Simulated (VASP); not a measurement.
# LaSn4Bi2I (P4/mmm) in VASP: single point with PBE

Aim: the single point of LaSn4Bi2I with PBE.

All numbers are computed with VASP 6.6.1; they aren't measurements. Logs are shortened: lines on timing, memory, paths and dates and some standing lists are left out, and cuts for length are marked.

## 1. The cell of the first run

The structure is tetragonal, space group P4/mmm (No. 123). Conventional cell: a = 4.560 Å, b = 4.560 Å, c = 11.004 Å, α = 90.00°, β = 90.00°, γ = 90.00°. Within 3.7 Å of La (site symmetry 4/mmm) lie 8 Sn at 2.83 Å. Within 3.4 Å of Bi (site symmetry 4mm) lie 4 Sn at 2.59 Å. Within 3.4 Å of Sn (site symmetry 2mm) lie 2 Bi at 2.59 Å and 2 La at 2.83 Å and 5 Sn at 3.22 to 3.37 Å. Within 5.6 Å of I (site symmetry 4/mmm) lie 8 Bi at 4.13 Å and 8 Sn at 4.45 Å and 4 I at 4.56 Å and 2 La at 5.50 Å.

## 2. Single point, PBE

The input, INCAR:

```
  PREC = Accurate
  ENCUT = 500
  EDIFF = 1E-6
  ISMEAR = -1
  SIGMA = 0.1
  LREAL = F
  LASPH = T
  NELM = 200
  ALGO = Normal
  ISIF = 2
  LWAVE = F
  LCHARG = F
  GGA = PE
  NBANDS = 62
  GGA_COMPAT = F
  LMAXMIX = 6
```

The input, KPOINTS:

```
Automatic mesh
0
Gamma
  8 8 3
```

The input, POSCAR:

```
LaSn4Bi2I
1.0
    4.5596900000      0.0000000000      0.0000000000
    0.0000000000      4.5596900000      0.0000000000
    0.0000000000      0.0000000000     11.0043390000
La Bi Sn I
1 2 4 1
Direct
    0.0000000000      0.0000000000      0.0000000000
    0.5000000000      0.5000000000      0.7344000000
    0.5000000000      0.5000000000      0.2656000000
    0.5000000000      0.0000000000      0.8470000000
    0.0000000000      0.5000000000      0.8470000000
    0.5000000000      0.0000000000      0.1530000000
    0.0000000000      0.5000000000      0.1530000000
    0.0000000000      0.0000000000      0.5000000000
```

Potentials or basis: VASP PAW PBE potentials, release 64 (La, Bi_d, Sn_d, I).

The run is started by

```
cat potpaw_PBE.64/La/POTCAR potpaw_PBE.64/Bi_d/POTCAR potpaw_PBE.64/Sn_d/POTCAR potpaw_PBE.64/I/POTCAR > POTCAR
mpirun -np 1 vasp_std > vasp.out
```

OUTCAR:

```text
PREC = Accurate
   ENCUT = 500
   EDIFF = 1E-6
   ISMEAR = -1
   LREAL = F
   LASPH = T
   NELM = 200
   ISIF = 2
   GGA = PE

 ion  position               nearest neighbor table
   1  0.000  0.000  0.000-   4 2.83   5 2.83   6 2.83   7 2.83   5 2.83   7 2.83   4 2.83   6 2.83

   2  0.500  0.500  0.734-   4 2.59   5 2.59   4 2.59   5 2.59
   3  0.500  0.500  0.266-   6 2.59   7 2.59   6 2.59   7 2.59
   4  0.500  0.000  0.847-   2 2.59   2 2.59   1 2.83   1 2.83   5 3.22   5 3.22   5 3.22   5 3.22
                             6 3.37
   5  0.000  0.500  0.847-   2 2.59   2 2.59   1 2.83   1 2.83   4 3.22   4 3.22   4 3.22   4 3.22
                             7 3.37
   6  0.500  0.000  0.153-   3 2.59   3 2.59   1 2.83   1 2.83   7 3.22   7 3.22   7 3.22   7 3.22
                             4 3.37
   7  0.000  0.500  0.153-   3 2.59   3 2.59   1 2.83   1 2.83   6 3.22   6 3.22   6 3.22   6 3.22
                             5 3.37
   8  0.000  0.000  0.500-

  LATTYP: Found a simple tetragonal cell.
 ALAT       =     4.5596900000
 C/A-ratio  =     2.4133963055

  Lattice vectors:

 A1 = (   4.5596900000,   0.0000000000,   0.0000000000)
 A2 = (   0.0000000000,   4.5596900000,   0.0000000000)
 A3 = (   0.0000000000,   0.0000000000,  11.0043390000)

Analysis of symmetry for initial positions (statically):
=====================================================================
 Subroutine PRICEL returns:
 Original cell was already a primitive cell.

 Routine SETGRP: Setting up the symmetry group for a
 simple tetragonal supercell.

 Subroutine GETGRP returns: Found 16 space group operations
 (whereof 16 operations were pure point group operations)
 out of a pool of 16 trial point group operations.

The static configuration has the point symmetry D_4h.

Analysis of symmetry for dynamics (positions and initial velocities):
=====================================================================
 Subroutine PRICEL returns:
 Original cell was already a primitive cell.

 Routine SETGRP: Setting up the symmetry group for a
 simple tetragonal supercell.

 Subroutine GETGRP returns: Found 16 space group operations
 (whereof 16 operations were pure point group operations)
 out of a pool of 16 trial point group operations.

The dynamic configuration has the point symmetry D_4h.

 Subroutine INISYM returns: Found 16 space group operations
 (whereof 16 operations are pure point group operations),
 and found     1 'primitive' translations

----------------------------------------------------------------------------------------

                                     Primitive cell

  volume of cell :     228.7887

  direct lattice vectors                    reciprocal lattice vectors
     4.559690000  0.000000000  0.000000000     0.219313155  0.000000000  0.000000000
     0.000000000  4.559690000  0.000000000     0.000000000  0.219313155  0.000000000
     0.000000000  0.000000000 11.004339000     0.000000000  0.000000000  0.090873246

  length of vectors
     4.559690000  4.559690000 11.004339000     0.219313155  0.219313155  0.090873246

  position of ions in fractional coordinates (direct lattice)
     0.000000000  0.000000000  0.000000000
     0.500000000  0.500000000  0.734400000
     0.500000000  0.500000000  0.265600000
     0.500000000  0.000000000  0.847000000
     0.000000000  0.500000000  0.847000000
     0.500000000  0.000000000  0.153000000
     0.000000000  0.500000000  0.153000000
     0.000000000  0.000000000  0.500000000

  ion indices of the primitive-cell ions
   primitive index   ion index
                 1           1
                 2           2
                 3           3
                 4           4
                 5           5
                 6           6
                 7           7
                 8           8

----------------------------------------------------------------------------------------

 KPOINTS: Automatic mesh

Automatic generation of k-mesh.
 Grid dimensions read from file:
 generate k-points for:    8    8    3

 Generating k-lattice:

  Cartesian coordinates                     Fractional coordinates (reciprocal lattice)
     0.027414144  0.000000000  0.000000000     0.125000000  0.000000000  0.000000000
     0.000000000  0.027414144  0.000000000     0.000000000  0.125000000  0.000000000
     0.000000000  0.000000000  0.030291082     0.000000000  0.000000000  0.333333333

  Length of vectors
     0.027414144  0.027414144  0.030291082

  Shift w.r.t. Gamma in fractional coordinates (k-lattice)
     0.000000000  0.000000000  0.000000000

 Subroutine IBZKPT returns following result:
 ===========================================

 Found     30 irreducible k-points:

 Following reciprocal coordinates:
            Coordinates               Weight
  0.000000  0.000000  0.000000      1.000000
  0.125000  0.000000  0.000000      4.000000
  0.250000  0.000000  0.000000      4.000000
  0.375000  0.000000  0.000000      4.000000
  0.500000  0.000000  0.000000      2.000000
  0.125000  0.125000  0.000000      4.000000
[... 16 lines left out ...]
  0.375000  0.125000  0.333333     16.000000
  0.500000  0.125000  0.333333      8.000000
 [... further k-points ...]
   k-points           NKPTS =     30   k-points in BZ     NKDIM =     30   number of bands    NBANDS=     62
   number of dos      NEDOS =    301   number of ions     NIONS =      8
   total plane-waves  NPLWV = 103680
   dimension x,y,z NGX =    36 NGY =   36 NGZ =   80
   dimension x,y,z NGXF=    72 NGYF=   72 NGZF=  160
   ions per type =               1   2   4   1
   NGX,Y,Z   is equivalent  to a cutoff of  13.13, 13.13, 12.09 a.u.
   NGXF,Y,Z  is equivalent  to a cutoff of  26.25, 26.25, 24.17 a.u.
 SYSTEM =  unknown system
   PREC   = accura    normal or accurate (medium, high low for compatibility)
   ISTART =      0    job   : 0-new  1-cont  2-samecut
   ICHARG =      2    charge: 1-file 2-atom 10-const
   ISPIN  =      1    spin polarized calculation?
   LNONCOLLINEAR =      F non collinear calculations
   LSORBIT =      F    spin-orbit coupling
   LASPH  =      T    aspherical Exc in radial PAW
   ENCUT  =  500.0 eV  36.75 Ry    6.06 a.u.   8.31  8.31 20.06*2*pi/ulx,y,z
   NELM   =    200;   NELMIN=  2; NELMDL= -5     # of ELM steps
   EDIFF  = 0.1E-05   stopping-criterion for ELM
   LREAL  =      F    real-space projection
   EDIFFG = 0.1E-04   stopping-criterion for IOM
   NSW    =      0    number of steps for IOM
   IBRION =     -1    ionic relax: 0-MD 1-quasi-New 2-CG
   NFREE  =      0    steps in history (QN), initial steepest desc. (CG)
   ISIF   =      2    stress and relaxation
   ISYM   =      2    0-nonsym 1-usesym 2-fastsym
   POTIM  = 0.5000    time-step for ionic-motion
   TEBEG  =    0.0;   TEEND  =   0.0 temperature during run
   PSTRESS=    0.0 pullay stress
   NELECT =     104.0000    total number of electrons
   NUPDOWN=      -1.0000    fix difference up-down
   EMIN   =  10.00;   EMAX   =-10.00  energy-range for DOS
   EFERMI =   0.00;   METHOD = LEGACY
   ISMEAR =    -1;   SIGMA  =   0.10  broadening in eV -4-tet -1-fermi 0-gaus
   EFERMI_NEDOS =   21; number of points for ismear=-14 and -15
   IALGO  =     38    algorithm
   IMIX   =      4    mixing-type and parameters
     AMIX     =   0.40;   BMIX     =  1.00
     AMIX_MAG =   1.60;   BMIX_MAG =  1.00
  volume/ion in A,a.u.               =      28.60       192.99
  Fermi-wavevector in a.u.,A,eV,Ry     =   1.258755  2.378701 21.557931  1.584463
  Thomas-Fermi vector in A             =   2.392348
   LORBIT       =      0    0 simple, 1 ext, 2 COOP (PROOUT), +10 PAW based schemes
   GGA     = PE    functional components
   LHFCALC =     F    Hartree Fock is set to
   AEXX    =    0.0000 exact exchange contribution
   IVDW    =     0    specifies the selected vdW correction
   LEPSILON=     F    determine dielectric tensor
   LRPA    =     F    only Hartree local field effects (RPA)
 non-spin polarized calculation
  energy-cutoff  :      500.00
  volume of cell :      228.79
 maximum number of plane-waves:      5848
 NGX is ok and might be reduce to    36
   NGX = 17   NGY = 17   NGZ = 41

 number of electron     104.0000064 magnetization

 Free energy of the ion-electron system (eV)
  ---------------------------------------------------
  ext. energy  EPLUGINS =         0.00000000
  ---------------------------------------------------
  free energy    TOTEN  =       -19.33620598 eV

  energy without entropy =      -19.22926637  energy(sigma->0) =      -19.28273617

 E-fermi :   7.7228     XC(G=0):  -9.8800

 val. band max:        7.6652605475   @ k =   0.0000   0.0000   0.0000
 cond. band min:       7.7551092138   @ k =   0.3750   0.2500   0.3333
 fundamental gap:      0.0898486663
 Fermi energy:         7.7227532838

 k-point     1 :       0.0000    0.0000    0.0000
  band No.  band energies     occupation
      1     -24.2535      2.00000
      2     -15.8857      2.00000
      3     -15.8855      2.00000
      4     -15.7778      2.00000
      5     -15.7778      2.00000
      6     -15.7772      2.00000
[... 54 lines left out ...]
     61      10.2557      0.00000
     62      10.6199      0.00000

 k-point     2 :       0.1250    0.0000    0.0000
  band No.  band energies     occupation
      1     -24.2521      2.00000
      2     -15.8901      2.00000
      3     -15.8898      2.00000
      4     -15.7941      2.00000
      5     -15.7935      2.00000
      6     -15.7801      2.00000
[... 54 lines left out ...]
     61      10.4755      0.00000
     62      10.5723      0.00000

 k-point     3 :       0.2500    0.0000    0.0000
  band No.  band energies     occupation
      1     -24.2488      2.00000
      2     -15.9019      2.00000
      3     -15.9012      2.00000
      4     -15.8260      2.00000
      5     -15.8255      2.00000
      6     -15.7848      2.00000
[... 1354 lines left out ...]
     61      10.6205      0.00000
     62      10.8123      0.00000

 k-point    24 :       0.5000    0.1250    0.3333
  band No.  band energies     occupation
      1     -24.2427      2.00000
      2     -15.9224      2.00000
      3     -15.9211      2.00000
      4     -15.8637      2.00000
      5     -15.8634      2.00000
      6     -15.8057      2.00000
[... 54 lines left out ...]
     61      10.7207      0.00000
     62      10.9452      0.00000

 [... further k-points ...]

------------------------ aborting loop because EDIFF is reached ----------------------------------------

  FORCE on cell =-STRESS in cart. coord.  units (eV):
  Direction    XX          YY          ZZ          XY          YZ          ZX
  --------------------------------------------------------------------------------------
  -------------------------------------------------------------------------------------
  Total       51.3035544     51.3035544     38.3444690      0.0000000     -0.0000000      0.0000000
  in kB      359.2720579    359.2720579    268.5212836      0.0000000     -0.0000000      0.0000000
  external PRESSURE =     329.0217998 kB  Pullay stress =       0.0000000 kB

 VOLUME and BASIS-vectors are now :
 -----------------------------------------------------------------------------
  energy-cutoff  :      500.00
  volume of cell :      228.79
      direct lattice vectors                 reciprocal lattice vectors
     4.559690000  0.000000000  0.000000000     0.219313155  0.000000000  0.000000000
     0.000000000  4.559690000  0.000000000     0.000000000  0.219313155  0.000000000
     0.000000000  0.000000000 11.004339000     0.000000000  0.000000000  0.090873246

 POSITION                                       TOTAL-FORCE (eV/Angst)
 -----------------------------------------------------------------------------------
      0.00000      0.00000      0.00000        -0.000000     -0.000000      0.000000
      2.27984      2.27984      8.08159        -0.000000      0.000000     -8.022125
      2.27984      2.27984      2.92275         0.000000      0.000000      8.022125
      2.27984      0.00000      9.32068        -0.000000     -0.000000      0.760561
      0.00000      2.27984      9.32068        -0.000000     -0.000000      0.760561
      2.27984      0.00000      1.68366         0.000000     -0.000000     -0.760561
      0.00000      2.27984      1.68366        -0.000000     -0.000000     -0.760561
      0.00000      0.00000      5.50217        -0.000000     -0.000000      0.000000
 -----------------------------------------------------------------------------------
    total drift:                                0.000000      0.000000      0.000000

  FREE ENERGIE OF THE ION-ELECTRON SYSTEM (eV)
  ---------------------------------------------------
  free  energy   TOTEN  =       -19.3362059817 eV

  energy  without entropy=      -19.2292663674  energy(sigma->0) =      -19.28273617
```

It took 9.3 min on 1 thread of Intel Xeon Platinum 8375C at 2.90GHz (Ice Lake), shared host; peak memory 0.58 GiB.

Results:

* Free energy: -19.3362 eV
* Pressure: 32.9 GPa
* Largest force: 8.022 eV/Å
* Band gap on the k mesh: zero (bands 52 and 53 overlap by 0.41 eV)

Forces on the atoms (eV/Å):
```
La   0.000  0.000  0.000
Bi   0.000  0.000 -8.022
Bi   0.000  0.000  8.022
Sn   0.000  0.000  0.761
Sn   0.000  0.000  0.761
Sn   0.000  0.000 -0.761
Sn   0.000  0.000 -0.761
I    0.000  0.000  0.000
```

Caveat: the stress differs along the axes, from 27 to 36 GPa; spin-orbit coupling is left out, which moves the levels of the heavy elements; forces of over 1 eV/Å act on the atoms, so gaps and moduli don't describe the material at rest.

The gap in the log of VASP goes by the Fermi energy; the results here count the filled bands.